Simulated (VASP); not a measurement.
Runs of VASP 6.6.1 on I. The structure is that of space group P6_3/mmc (No. 194), or close to it. The cells are those of the table. 

| task | cell | cutoff (eV) | gap on the mesh (eV) | pressure (GPa) |
| --- | --- | --- | --- | --- |
| relaxation of cell and atoms | relaxed to 40 GPa from a = 3.590, b = 3.590, c = 5.862 Å, angles 90.0, 90.0, 120.0°, 2 atoms | 600 | none | 40.0 |
| relaxation of cell and atoms | relaxed to 60 GPa from a = 3.590, b = 3.590, c = 5.862 Å, angles 90.0, 90.0, 120.0°, 2 atoms | 600 | none | 60.0 |
| relaxation of cell and atoms | relaxed to 20 GPa from a = 3.590, b = 3.590, c = 5.862 Å, angles 90.0, 90.0, 120.0°, 2 atoms | 600 | none | 20.1 |
| single point | a = 3.219, b = 3.219, c = 5.372 Å, angles 90.0, 90.0, 120.0°, 2 atoms | 520 | none | 20.0 |
| single point | a = 2.984, b = 2.984, c = 5.033 Å, angles 90.0, 90.0, 120.0°, 2 atoms | 520 | none | (a) |

Alike in all rows: level PBEsol; potentials or basis VASP PAW PBE potentials, release 64 (I); no spin polarisation; k mesh 7 × 7 × 4; smearing fermi-dirac 0.02 eV.

Q: Estimate the missing entries.

A: (a) 60.1.

Caveats: the PAW data sets were made with another functional, which shifts forces and pressure a little; spin-orbit coupling is left out, which moves the levels of the heavy elements; the cell is relaxed towards a set pressure, so the run minimises the enthalpy, not the energy (at least some runs); the cell stands under pressure (at least some runs).

A k mesh can miss the band edges, and the runs leave out spin-orbit coupling on I.

A gap of «none» marks levels without a gap at the run's occupations.
